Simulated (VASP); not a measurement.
# TiTe2 (P-3m1) in VASP: notebook, part 3 of 3

VASP 6.6.1. Earlier steps stand in the parts before.

## (5) Single point, PBE+U

This run uses another cell than the first one, of 33.55 Å³/atom, 1.173 times its volume.

Contents of INCAR:

```
SYSTEM = TiTe2
PREC = Accurate
ENCUT = 520
EDIFF = 1E-6
ISMEAR = -1
SIGMA = 0.05
LREAL = .False.
LASPH = .True.
NELM = 150
ALGO = Normal
ISIF = 2
LWAVE = .False.
LCHARG = .False.
LMAXMIX = 4
LDAU = .True.
LDAUTYPE = 2
LDAUL = -1 2
LDAUU = 0 4
LDAUJ = 0 0
LDAUPRINT = 1
GGA = PE
NBANDS = 19
```

Contents of KPOINTS:

```
Automatic mesh
0
Gamma
  8 8 4
  0 0 0
```

Contents of POSCAR:

```
TiTe2
1.0
    3.9534478878      0.0000000000      0.0000000000
   -1.9767239439      3.4237863034      0.0000000000
    0.0000000000      0.0000000000      7.4362932743
Te Ti
2 1
Direct
    0.3333333333      0.6666666667      0.7747517402
    0.6666666667      0.3333333333      0.2252482598
    0.0000000000      0.0000000000      0.0000000000
```

Potentials or basis: VASP PAW PBE potentials, release 64 (Te, Ti_sv).

The run is started by

```sh
cat potpaw_PBE.64/Te/POTCAR potpaw_PBE.64/Ti_sv/POTCAR > POTCAR
mpirun -np 1 vasp_std > vasp.out
```

OUTCAR:

```text
SYSTEM = TiTe2
   PREC = Accurate
   ENCUT = 520
   EDIFF = 1E-6
   ISMEAR = -1
   LREAL = .False.
   LASPH = .True.
   NELM = 150
   ISIF = 2
   GGA = PE

 ion  position               nearest neighbor table
   1  0.333  0.667  0.775-   3 2.83   3 2.83   3 2.83
   2  0.667  0.333  0.225-   3 2.83   3 2.83   3 2.83
   3  0.000  0.000  0.000-   1 2.83   2 2.83   2 2.83   1 2.83   2 2.83   1 2.83

  LATTYP: Found a hexagonal cell.
 ALAT       =     3.9534478878
 C/A-ratio  =     1.8809640307

  Lattice vectors:

 A1 = (   3.9534478878,   0.0000000000,   0.0000000000)
 A2 = (  -1.9767239439,   3.4237863034,   0.0000000000)
 A3 = (   0.0000000000,   0.0000000000,   7.4362932743)

Analysis of symmetry for initial positions (statically):
=====================================================================
 Subroutine PRICEL returns:
 Original cell was already a primitive cell.

 Routine SETGRP: Setting up the symmetry group for a
 hexagonal supercell.

 Subroutine GETGRP returns: Found 12 space group operations
 (whereof 12 operations were pure point group operations)
 out of a pool of 24 trial point group operations.

The static configuration has the point symmetry D_3d.

Analysis of symmetry for dynamics (positions and initial velocities):
=====================================================================
 Subroutine PRICEL returns:
 Original cell was already a primitive cell.

 Routine SETGRP: Setting up the symmetry group for a
 hexagonal supercell.

 Subroutine GETGRP returns: Found 12 space group operations
 (whereof 12 operations were pure point group operations)
 out of a pool of 24 trial point group operations.

The dynamic configuration has the point symmetry D_3d.

 Subroutine INISYM returns: Found 12 space group operations
 (whereof 12 operations are pure point group operations),
 and found     1 'primitive' translations

----------------------------------------------------------------------------------------

                                     Primitive cell

  volume of cell :     100.6559

  direct lattice vectors                    reciprocal lattice vectors
     3.953447888  0.000000000  0.000000000     0.252943767  0.146037152  0.000000000
    -1.976723944  3.423786303  0.000000000     0.000000000  0.292074304  0.000000000
     0.000000000  0.000000000  7.436293274     0.000000000  0.000000000  0.134475600

  length of vectors
     3.953447888  3.953447888  7.436293274     0.292074304  0.292074304  0.134475600

  position of ions in fractional coordinates (direct lattice)
     0.333333333  0.666666667  0.774751740
     0.666666667  0.333333333  0.225248260
     0.000000000  0.000000000  0.000000000

  ion indices of the primitive-cell ions
   primitive index   ion index
                 1           1
[... 81 lines left out ...]
   ISYM   =      2    0-nonsym 1-usesym 2-fastsym
   POTIM  = 0.5000    time-step for ionic-motion
   TEBEG  =    0.0;   TEEND  =   0.0 temperature during run
   PSTRESS=    0.0 pullay stress
   NELECT =      24.0000    total number of electrons
   NUPDOWN=      -1.0000    fix difference up-down
   EMIN   =  10.00;   EMAX   =-10.00  energy-range for DOS
   EFERMI =   0.00;   METHOD = LEGACY
   ISMEAR =    -1;   SIGMA  =   0.05  broadening in eV -4-tet -1-fermi 0-gaus
   EFERMI_NEDOS =   21; number of points for ismear=-14 and -15
   IALGO  =     38    algorithm
   IMIX   =      4    mixing-type and parameters
     AMIX     =   0.40;   BMIX     =  1.00
     AMIX_MAG =   1.60;   BMIX_MAG =  1.00
  volume/ion in A,a.u.               =      33.55       226.42
  Fermi-wavevector in a.u.,A,eV,Ry     =   1.015155  1.918364 14.021332  1.030539
  Thomas-Fermi vector in A             =   2.148424
   LORBIT       =      0    0 simple, 1 ext, 2 COOP (PROOUT), +10 PAW based schemes
 LDA+U is selected, type is set to LDAUTYPE =  2
   angular momentum for each species LDAUL =    -1    2
   U (eV)           for each species LDAUU =   0.0  4.0
   J (eV)           for each species LDAUJ =   0.0  0.0
   GGA     = PE    functional components
   LHFCALC =     F    Hartree Fock is set to
   AEXX    =    0.0000 exact exchange contribution
   IVDW    =     0    specifies the selected vdW correction
   LEPSILON=     F    determine dielectric tensor
   LRPA    =     F    only Hartree local field effects (RPA)
 non-spin polarized calculation
  energy-cutoff  :      520.00
  volume of cell :      100.66
 maximum number of plane-waves:      2776
 NGX is ok and might be reduce to    30
   NGX = 15   NGY = 15   NGZ = 27

atom =   3  type =  2  l = 2

 onsite density matrix

spin component  1

  0.1372  0.0000  0.0000  0.0987  0.0000
  0.0000  0.2482  0.0000 -0.0000  0.0987
  0.0000  0.0000  0.0591 -0.0000  0.0000
  0.0987 -0.0000 -0.0000  0.2482 -0.0000
  0.0000  0.0987  0.0000 -0.0000  0.1372

spin component  2

  0.1372  0.0000  0.0000  0.0987  0.0000
  0.0000  0.2482  0.0000 -0.0000  0.0987
  0.0000  0.0000  0.0591 -0.0000  0.0000
  0.0987 -0.0000 -0.0000  0.2482 -0.0000
  0.0000  0.0987  0.0000 -0.0000  0.1372

 occupancies and eigenvectors

  o =  0.0591  v =  0.0000 -0.0000 -1.0000 -0.0000  0.0000  0.0000  0.0000  0.0000  0.0000  0.0000      0.0000  0.0000  0.0000  0.0000  0.0000  0.0000  0.0000  0.0000  0.0000  0.0000
  o =  0.0591  v =  0.0000  0.0000  0.0000  0.0000  0.0000  0.0000 -0.0000 -1.0000 -0.0000  0.0000      0.0000  0.0000  0.0000  0.0000  0.0000  0.0000  0.0000  0.0000  0.0000  0.0000
  o =  0.0795  v =  0.0000  0.0000  0.0000  0.0000  0.0000 -0.8632  0.0000  0.0000  0.5049  0.0000      0.0000  0.0000  0.0000  0.0000  0.0000  0.0000  0.0000  0.0000  0.0000  0.0000
  o =  0.0795  v = -0.8632  0.0000  0.0000  0.5049  0.0000  0.0000  0.0000  0.0000  0.0000  0.0000      0.0000  0.0000  0.0000  0.0000  0.0000  0.0000  0.0000  0.0000  0.0000  0.0000
  o =  0.0795  v =  0.0000  0.0000  0.0000  0.0000  0.0000  0.0000 -0.5049  0.0000 -0.0000  0.8632      0.0000  0.0000  0.0000  0.0000  0.0000  0.0000  0.0000  0.0000  0.0000  0.0000
  o =  0.0795  v =  0.0000 -0.5049  0.0000 -0.0000  0.8632  0.0000  0.0000  0.0000  0.0000  0.0000      0.0000  0.0000  0.0000  0.0000  0.0000  0.0000  0.0000  0.0000  0.0000  0.0000
  o =  0.3060  v = -0.5049  0.0000 -0.0000 -0.8632 -0.0000  0.0000  0.0000  0.0000  0.0000  0.0000      0.0000  0.0000  0.0000  0.0000  0.0000  0.0000  0.0000  0.0000  0.0000  0.0000
  o =  0.3060  v =  0.0000  0.0000  0.0000  0.0000  0.0000 -0.5049  0.0000 -0.0000 -0.8632 -0.0000      0.0000  0.0000  0.0000  0.0000  0.0000  0.0000  0.0000  0.0000  0.0000  0.0000
  o =  0.3060  v =  0.0000  0.8632  0.0000 -0.0000  0.5049  0.0000  0.0000  0.0000  0.0000  0.0000      0.0000  0.0000  0.0000  0.0000  0.0000  0.0000  0.0000  0.0000  0.0000  0.0000
  o =  0.3060  v =  0.0000  0.0000  0.0000  0.0000  0.0000  0.0000  0.8632  0.0000 -0.0000  0.5049      0.0000  0.0000  0.0000  0.0000  0.0000  0.0000  0.0000  0.0000  0.0000  0.0000

 number of electron      24.0000004 magnetization

 Free energy of the ion-electron system (eV)
  ---------------------------------------------------
  ext. energy  EPLUGINS =         0.00000000
  ---------------------------------------------------
  free energy    TOTEN  =       -13.45259093 eV

  energy without entropy =      -13.44549772  energy(sigma->0) =      -13.44904433

 E-fermi :   4.7859     XC(G=0):  -8.6385

 val. band max:        4.7722613237   @ k =   0.5000   0.0000   0.5000
 cond. band min:       4.8178701991   @ k =   0.5000   0.0000   0.2500
 fundamental gap:      0.0456088754
 Fermi energy:         4.7858946369

 k-point     1 :       0.0000    0.0000    0.0000
  band No.  band energies     occupation
      1     -54.4061      2.00000
      2     -30.6026      2.00000
      3     -30.6026      2.00000
      4     -30.5381      2.00000
      5      -7.2416      2.00000
      6      -6.2238      2.00000
[... 505 lines left out ...]
      6      -5.7420      2.00000
[... 11 lines left out ...]
     18       9.6297      0.00000
     19      10.1657      0.00000

 [... further k-points ...]
[... 5 lines left out ...]
  --------------------------------------------------------------------------------------
  -------------------------------------------------------------------------------------
  Total       -1.0897446     -1.0897446     -0.0295772      0.0000000      0.0000000      0.0000000
  in kB      -17.3458710    -17.3458710     -0.4707905      0.0000000      0.0000000      0.0000000
  external PRESSURE =     -11.7208442 kB  Pullay stress =       0.0000000 kB

 VOLUME and BASIS-vectors are now :
 -----------------------------------------------------------------------------
  energy-cutoff  :      520.00
  volume of cell :      100.66
      direct lattice vectors                 reciprocal lattice vectors
     3.953447888  0.000000000  0.000000000     0.252943767  0.146037152  0.000000000
    -1.976723944  3.423786303  0.000000000     0.000000000  0.292074304  0.000000000
     0.000000000  0.000000000  7.436293274     0.000000000  0.000000000  0.134475600

 POSITION                                       TOTAL-FORCE (eV/Angst)
 -----------------------------------------------------------------------------------
     -0.00000      2.28252      5.76128        -0.000000      0.000000     -0.014541
      1.97672      1.14126      1.67501         0.000000      0.000000      0.014541
      0.00000      0.00000      0.00000        -0.000000      0.000000     -0.000000
 -----------------------------------------------------------------------------------
    total drift:                                0.000000     -0.000000     -0.000000

  FREE ENERGIE OF THE ION-ELECTRON SYSTEM (eV)
  ---------------------------------------------------
  free  energy   TOTEN  =       -13.4525909334 eV

  energy  without entropy=      -13.4454977239  energy(sigma->0) =      -13.44904433
```

OSZICAR:

```text
N       E                     dE             d eps       ncg     rms          rms(c)
DAV:   1     0.175001504769E+03    0.17500E+03   -0.10611E+04  1338   0.114E+03
DAV:   2    -0.208690164671E+01   -0.17709E+03   -0.17257E+03  1499   0.278E+02
DAV:   3    -0.168323338264E+02   -0.14745E+02   -0.14521E+02  2163   0.784E+01
DAV:   4    -0.172685714026E+02   -0.43624E+00   -0.43484E+00  1869   0.130E+01
DAV:   5    -0.172858759867E+02   -0.17305E-01   -0.17300E-01  1965   0.218E+00    0.121E+01
DAV:   6    -0.150322709881E+02    0.22536E+01   -0.33959E+01  1490   0.410E+01    0.143E+01
DAV:   7    -0.138125169798E+02    0.12198E+01   -0.31179E+01  1701   0.330E+01    0.606E+00
DAV:   8    -0.133949535582E+02    0.41756E+00   -0.18937E+00  1694   0.970E+00    0.204E+00
DAV:   9    -0.135553015885E+02   -0.16035E+00   -0.93810E-01  1943   0.591E+00    0.313E+00
DAV:  10    -0.134811783552E+02    0.74123E-01   -0.17288E+00  1666   0.871E+00    0.141E+00
DAV:  11    -0.134536885718E+02    0.27490E-01   -0.27221E-01  1603   0.376E+00    0.545E-01
DAV:  12    -0.134528678996E+02    0.82067E-03   -0.90070E-03  1522   0.727E-01    0.333E-01
DAV:  13    -0.134525893696E+02    0.27853E-03   -0.30447E-03  1567   0.320E-01    0.136E-01
DAV:  14    -0.134526260044E+02   -0.36635E-04   -0.30403E-04  1829   0.933E-02    0.902E-02
DAV:  15    -0.134526006996E+02    0.25305E-04   -0.52809E-05  1645   0.586E-02    0.483E-02
DAV:  16    -0.134525949054E+02    0.57942E-05   -0.10841E-05  1658   0.222E-02    0.171E-02
DAV:  17    -0.134525918993E+02    0.30061E-05   -0.49873E-06  1500   0.147E-02    0.904E-03
DAV:  18    -0.134525909334E+02    0.96590E-06   -0.47711E-06  1479   0.144E-02
   1 F= -.13452591E+02 E0= -.13449044E+02  d E =-.709321E-02
```

Run time: 41 s. Hardware: 1 thread of Intel Xeon 6975P-C (Granite Rapids), shared host; peak memory 0.25 GiB.

What came out:

```
Free energy            : -13.4526 eV
Pressure               : -1.2 GPa
Largest force          : 0.015 eV/Å
Band gap on the k mesh : zero (band 12 reaches 5.08 eV, above the bottom of band 13 at 4.77 eV)
```

Forces on the atoms (eV/Å):
```
Te   0.000  0.000 -0.015
Te   0.000  0.000  0.015
Ti   0.000  0.000  0.000
```

Eigenvalues of the final occupation matrices:
```tsv
site	spin	trace	eigenvalues
site 3 d	1	0.83	0.06 0.08 0.08 0.31 0.31
site 3 d	2	0.83	0.06 0.08 0.08 0.31 0.31
```

Caveat: spin-orbit coupling is left out, which moves the levels of the heavy elements; this functional lacks dispersion, which binds the layers, so the pressure and a relaxed spacing across them are unreliable; U without spin polarisation on a metal has little footing; the U is typed as a test and isn't derived for this compound.

## (6) The runs side by side

```tsv
U	cell	gap on the mesh (eV)	pressure (GPa)	largest force (eV/Å)
Ti d U = 1.0 eV	a = 3.817, b = 3.817, c = 6.800 Å, angles 90.0, 90.0, 120.0°, 3 atoms	none	-0.1	0.03
Ti d U = 2.0 eV	a = 3.840, b = 3.840, c = 7.231 Å, angles 90.0, 90.0, 120.0°, 3 atoms	none	-0.3	0.04
Ti d U = 3.0 eV	a = 3.879, b = 3.879, c = 7.374 Å, angles 90.0, 90.0, 120.0°, 3 atoms	none	-0.5	0.02
Ti d U = 4.0 eV	a = 3.953, b = 3.953, c = 7.436 Å, angles 90.0, 90.0, 120.0°, 3 atoms	none	-1.2	0.01
```

Alike in all rows: task single point; level PBE+U; potentials or basis VASP PAW PBE potentials, release 64 (Te, Ti_sv); no spin polarisation; k mesh 8 × 8 × 4; cutoff (eV) 520; smearing fermi-dirac 0.05 eV.

Caveats: spin-orbit coupling is left out, which moves the levels of the heavy elements; this functional lacks dispersion, which binds the layers, so the pressure and a relaxed spacing across them are unreliable; U without spin polarisation on a metal has little footing; the U is typed as a test and isn't derived for this compound.

Absolute energies hang on the potentials; compare differences alone.
